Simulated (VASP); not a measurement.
# KI (I4/mmm) in VASP: single point with r2SCAN

Aim: the single point of KI with r2SCAN.

Everything below comes from runs of VASP 6.6.1. Logs are shortened: lines on timing, memory, paths and dates and some standing lists are left out, and cuts for length are marked.

### Step 1. The cell of the first run

Symmetry: I4/mmm, No. 139, tetragonal system. The conventional cell has a = 4.904 Å, b = 4.904 Å, c = 7.282 Å, α = 90.00°, β = 90.00°, γ = 90.00°. Within 4.6 Å of K (site symmetry 4/mmm) lie 6 I at 3.47 to 3.64 Å. Within 4.6 Å of I (site symmetry 4/mmm) lie 6 K at 3.47 to 3.64 Å.

### Step 2. Single point, r2SCAN

POSCAR reads:

```
KI
1.0
    0.0000000000      3.4676924768      3.6410771007
    3.4676924768      0.0000000000      3.6410771007
    3.4676924768      3.4676924768      0.0000000000
K I
1 1
Direct
    0.0000000000      0.0000000000      0.0000000000
    0.5000000000      0.5000000000      0.5000000000
```

INCAR.step1 reads:

```
SYSTEM = KI
ALGO = Normal
EDIFF = 1E-5
ENCUT = 550
GGA = PE
GGA_COMPAT = .False.
ISMEAR = 0
LASPH = .True.
LCHARG = .False.
LREAL = .False.
LWAVE = .True.
NBANDS = 15
NELM = 120
PREC = Accurate
SIGMA = 0.05
```

INCAR.step2 reads:

```
SYSTEM = KI
ALGO = Normal
EDIFF = 1E-6
ENCUT = 550
GGA_COMPAT = .False.
ISIF = 2
ISMEAR = 0
ISTART = 1
LASPH = .True.
LCHARG = .False.
LMIXTAU = .True.
LREAL = .False.
LWAVE = .False.
METAGGA = R2SCAN
NBANDS = 15
NELM = 120
PREC = Accurate
SIGMA = 0.05
```

KPOINTS reads:

```
k-points
0
Gamma
  6 6 6
  0 0 0
```

Potentials or basis: VASP PAW PBE potentials, release 64 (K_sv, I).

Command:

```sh
$ cat potpaw_PBE.64/K_sv/POTCAR potpaw_PBE.64/I/POTCAR > POTCAR
$ cp INCAR.step1 INCAR
$ mpirun -np 1 vasp_std > vasp.out
$ cp INCAR.step2 INCAR
$ mpirun -np 1 vasp_std > vasp.out
```

OUTCAR:

```text
SYSTEM = KI
   EDIFF = 1E-6
   ENCUT = 550
   ISIF = 2
   ISMEAR = 0
   ISTART = 1
   LASPH = .True.
   LREAL = .False.
   METAGGA = R2SCAN
   NELM = 120
   PREC = Accurate

 ion  position               nearest neighbor table
   1  0.000  0.000  0.000-   2 3.47   2 3.47   2 3.47   2 3.47   2 3.64   2 3.64
   2  0.500  0.500  0.500-   1 3.47   1 3.47   1 3.47   1 3.47   1 3.64   1 3.64

  LATTYP: Found a body centered tetragonal cell.
 ALAT       =     4.9040577308
 C/A-ratio  =     1.4849242405

  Lattice vectors:

 A1 = (  -3.4676924768,   0.0000000000,   3.6410771007)
 A2 = (   3.4676924768,   0.0000000000,   3.6410771007)
 A3 = (   0.0000000000,   3.4676924768,  -3.6410771007)

Analysis of symmetry for initial positions (statically):
=====================================================================
 Subroutine PRICEL returns:
 Original cell was already a primitive cell.

 Routine SETGRP: Setting up the symmetry group for a
 body centered tetragonal supercell.

 Subroutine GETGRP returns: Found 16 space group operations
 (whereof 16 operations were pure point group operations)
 out of a pool of 16 trial point group operations.

The static configuration has the point symmetry D_4h.

Analysis of symmetry for dynamics (positions and initial velocities):
=====================================================================
 Subroutine PRICEL returns:
 Original cell was already a primitive cell.

 Routine SETGRP: Setting up the symmetry group for a
 body centered tetragonal supercell.

 Subroutine GETGRP returns: Found 16 space group operations
 (whereof 16 operations were pure point group operations)
 out of a pool of 16 trial point group operations.

The dynamic configuration has the point symmetry D_4h.

 Subroutine INISYM returns: Found 16 space group operations
 (whereof 16 operations are pure point group operations),
 and found     1 'primitive' translations

----------------------------------------------------------------------------------------

                                     Primitive cell

  volume of cell :      87.5671

  direct lattice vectors                    reciprocal lattice vectors
     0.000000000  3.467692477  3.641077101    -0.144188103  0.144188103  0.137322003
     3.467692477  0.000000000  3.641077101     0.144188103 -0.144188103  0.137322003
     3.467692477  3.467692477  0.000000000     0.144188103  0.144188103 -0.137322003

  length of vectors
     5.028154091  5.028154091  4.904057731     0.245840905  0.245840905  0.245840905

  position of ions in fractional coordinates (direct lattice)
     0.000000000  0.000000000  0.000000000
     0.500000000  0.500000000  0.500000000

  ion indices of the primitive-cell ions
   primitive index   ion index
                 1           1
                 2           2

----------------------------------------------------------------------------------------

 KPOINTS: k-points

Automatic generation of k-mesh.
 Grid dimensions read from file:
 generate k-points for:    6    6    6

 Generating k-lattice:

  Cartesian coordinates                     Fractional coordinates (reciprocal lattice)
    -0.024031350  0.024031350  0.022887000     0.166666667 -0.000000000  0.000000000
     0.024031350 -0.024031350  0.022887000    -0.000000000  0.166666667  0.000000000
     0.024031350  0.024031350 -0.022887000     0.000000000  0.000000000  0.166666667

  Length of vectors
     0.040973484  0.040973484  0.040973484

  Shift w.r.t. Gamma in fractional coordinates (k-lattice)
     0.000000000  0.000000000  0.000000000

 Subroutine IBZKPT returns following result:
 ===========================================

 Found     30 irreducible k-points:

 Following reciprocal coordinates:
            Coordinates               Weight
  0.000000  0.000000  0.000000      1.000000
  0.166667  0.000000  0.000000      8.000000
  0.333333 -0.000000  0.000000      8.000000
  0.500000 -0.000000  0.000000      4.000000
  0.166667  0.166667  0.000000      2.000000
  0.333333  0.166667  0.000000      8.000000
[... 16 lines left out ...]
  0.333333  0.000000  0.333333      4.000000
  0.500000  0.000000  0.333333     16.000000
 [... further k-points ...]
   k-points           NKPTS =     30   k-points in BZ     NKDIM =     30   number of bands    NBANDS=     15
   number of dos      NEDOS =    301   number of ions     NIONS =      2
   total plane-waves  NPLWV =  64000
   dimension x,y,z NGX =    40 NGY =   40 NGZ =   40
   dimension x,y,z NGXF=    80 NGYF=   80 NGZF=   80
   ions per type =               1   1
   NGX,Y,Z   is equivalent  to a cutoff of  13.23, 13.23, 13.56 a.u.
   NGXF,Y,Z  is equivalent  to a cutoff of  26.45, 26.45, 27.12 a.u.
 SYSTEM =  KI
   PREC   = accura    normal or accurate (medium, high low for compatibility)
   ISTART =      1    job   : 0-new  1-cont  2-samecut
   ICHARG =      0    charge: 1-file 2-atom 10-const
   ISPIN  =      1    spin polarized calculation?
   LNONCOLLINEAR =      F non collinear calculations
   LSORBIT =      F    spin-orbit coupling
   LASPH  =      T    aspherical Exc in radial PAW
   ENCUT  =  550.0 eV  40.42 Ry    6.36 a.u.   9.61  9.61  9.38*2*pi/ulx,y,z
   NELM   =    120;   NELMIN=  2; NELMDL=  0     # of ELM steps
   EDIFF  = 0.1E-05   stopping-criterion for ELM
   LREAL  =      F    real-space projection
   EDIFFG = 0.1E-04   stopping-criterion for IOM
   NSW    =      0    number of steps for IOM
   IBRION =     -1    ionic relax: 0-MD 1-quasi-New 2-CG
   NFREE  =      0    steps in history (QN), initial steepest desc. (CG)
   ISIF   =      2    stress and relaxation
   ISYM   =      2    0-nonsym 1-usesym 2-fastsym
   POTIM  = 0.5000    time-step for ionic-motion
   TEBEG  =    0.0;   TEEND  =   0.0 temperature during run
   PSTRESS=    0.0 pullay stress
   NELECT =      16.0000    total number of electrons
   NUPDOWN=      -1.0000    fix difference up-down
   EMIN   =  10.00;   EMAX   =-10.00  energy-range for DOS
   EFERMI =   0.00;   METHOD = LEGACY
   ISMEAR =     0;   SIGMA  =   0.05  broadening in eV -4-tet -1-fermi 0-gaus
   EFERMI_NEDOS =   21; number of points for ismear=-14 and -15
   IALGO  =     38    algorithm
   IMIX   =      4    mixing-type and parameters
     AMIX     =   0.40;   BMIX     =  1.00
     AMIX_MAG =   1.60;   BMIX_MAG =  1.00
  volume/ion in A,a.u.               =      43.78       295.47
  Fermi-wavevector in a.u.,A,eV,Ry     =   0.928969  1.755497 11.741598  0.862983
  Thomas-Fermi vector in A             =   2.055202
   LORBIT       =      0    0 simple, 1 ext, 2 COOP (PROOUT), +10 PAW based schemes
   METAGGA = R2SCAN    functional components
   LHFCALC =     F    Hartree Fock is set to
   AEXX    =    0.0000 exact exchange contribution
   IVDW    =     0    specifies the selected vdW correction
   LEPSILON=     F    determine dielectric tensor
   LRPA    =     F    only Hartree local field effects (RPA)
 non-spin polarized calculation
 Gauss-broadening in eV      SIGMA  =   0.05
  energy-cutoff  :      550.00
  volume of cell :       87.57
 maximum number of plane-waves:      2581
 NGX is ok and might be reduce to    40
   NGX = 19   NGY = 19   NGZ = 19

 number of electron      15.9999999 magnetization

 Free energy of the ion-electron system (eV)
  ---------------------------------------------------
  ext. energy  EPLUGINS =         0.00000000
  ---------------------------------------------------
  free energy    TOTEN  =       -33.97125371 eV

  energy without entropy =      -33.97125371  energy(sigma->0) =      -33.97125371

 E-fermi :  -0.3943     XC(G=0):  -7.5437

 val. band max:       -0.7122136395   @ k =   0.0000   0.0000   0.0000
 cond. band min:       3.9002542352   @ k =   0.0000   0.0000   0.0000
 fundamental gap:      4.6124678746
 Fermi energy:        -0.3942593126

 k-point     1 :       0.0000    0.0000    0.0000
  band No.  band energies     occupation
      1     -30.3604      2.00000
      2     -13.0807      2.00000
      3     -13.0769      2.00000
      4     -13.0769      2.00000
      5     -11.5451      2.00000
      6      -0.7303      2.00000
      7      -0.7122      2.00000
      8      -0.7122      2.00000
      9       3.9003      0.00000
     10       6.1356      0.00000
     11       6.4301      0.00000
     12       6.4301      0.00000
     13       7.0953      0.00000
     14       7.2832      0.00000
     15       9.5697      0.00000

 k-point     2 :       0.1667    0.0000    0.0000
  band No.  band energies     occupation
      1     -30.3598      2.00000
      2     -13.1228      2.00000
      3     -13.0811      2.00000
      4     -13.0765      2.00000
      5     -11.4641      2.00000
      6      -1.1315      2.00000
      7      -0.8191      2.00000
      8      -0.8027      2.00000
      9       4.5127      0.00000
     10       6.2096      0.00000
     11       6.5660      0.00000
     12       6.7302      0.00000
     13       7.4274      0.00000
     14       7.6217      0.00000
     15      10.5269      0.00000

 k-point     3 :       0.3333   -0.0000    0.0000
  band No.  band energies     occupation
      1     -30.3588      2.00000
      2     -13.2025      2.00000
      3     -13.0836      2.00000
      4     -13.0759      2.00000
      5     -11.3098      2.00000
      6      -1.7832      2.00000
      7      -0.9937      2.00000
      8      -0.9717      2.00000
      9       5.1842      0.00000
     10       6.9098      0.00000
     11       7.2850      0.00000
     12       7.4884      0.00000
     13       8.3244      0.00000
     14       8.4900      0.00000
     15       9.7620      0.00000
[... 343 lines left out ...]
 k-point    23 :       0.3333    0.0000    0.3333
  band No.  band energies     occupation
      1     -30.3581      2.00000
      2     -13.1474      2.00000
      3     -13.0948      2.00000
      4     -13.0928      2.00000
      5     -11.3605      2.00000
      6      -1.6874      2.00000
      7      -1.0608      2.00000
      8      -1.0186      2.00000
      9       4.9299      0.00000
     10       5.6892      0.00000
     11       7.8453      0.00000
     12       8.1190      0.00000
     13       8.7404      0.00000
     14       8.8933      0.00000
     15      10.0738      0.00000

 k-point    24 :       0.5000    0.0000    0.3333
  band No.  band energies     occupation
      1     -30.3576      2.00000
      2     -13.1456      2.00000
      3     -13.1032      2.00000
      4     -13.0946      2.00000
      5     -11.3423      2.00000
      6      -1.7048      2.00000
      7      -1.2612      2.00000
      8      -1.1049      2.00000
      9       5.0515      0.00000
     10       6.2374      0.00000
     11       7.6723      0.00000
     12       8.2514      0.00000
     13       8.9881      0.00000
     14       9.3313      0.00000
     15       9.9727      0.00000

 [... further k-points ...]

------------------------ aborting loop because EDIFF is reached ----------------------------------------

  FORCE on cell =-STRESS in cart. coord.  units (eV):
  Direction    XX          YY          ZZ          XY          YZ          ZX
  --------------------------------------------------------------------------------------
  -------------------------------------------------------------------------------------
  Total        0.4300030      0.4300030     -0.3028827      0.0000000      0.0000000     -0.0000000
  in kB        7.8675781      7.8675781     -5.5417123      0.0000000      0.0000000     -0.0000000
  external PRESSURE =       3.3978146 kB  Pullay stress =       0.0000000 kB

 VOLUME and BASIS-vectors are now :
 -----------------------------------------------------------------------------
  energy-cutoff  :      550.00
  volume of cell :       87.57
      direct lattice vectors                 reciprocal lattice vectors
     0.000000000  3.467692477  3.641077101    -0.144188103  0.144188103  0.137322003
     3.467692477  0.000000000  3.641077101     0.144188103 -0.144188103  0.137322003
     3.467692477  3.467692477  0.000000000     0.144188103  0.144188103 -0.137322003

 POSITION                                       TOTAL-FORCE (eV/Angst)
 -----------------------------------------------------------------------------------
      0.00000      0.00000      0.00000         0.000000      0.000000     -0.000000
      3.46769      3.46769      3.64108         0.000000      0.000000      0.000000
 -----------------------------------------------------------------------------------
    total drift:                                0.000000     -0.000000     -0.000000

  FREE ENERGIE OF THE ION-ELECTRON SYSTEM (eV)
  ---------------------------------------------------
  free  energy   TOTEN  =       -33.9712537094 eV

  energy  without entropy=      -33.9712537094  energy(sigma->0) =      -33.97125371
```

Run time: 5.8 min. Hardware: 1 thread of Intel Xeon 8259CL, shared host; peak memory 0.28 GiB.

What came out:

| Item | Value |
| --- | --- |
| Free energy | -33.9713 eV |
| Pressure | 0.3 GPa |
| Band gap on the k mesh | 4.61 eV, direct |

Caveat: the PAW data sets were made with another functional, which shifts forces and pressure a little; spin-orbit coupling is left out, which moves the levels of the heavy elements.
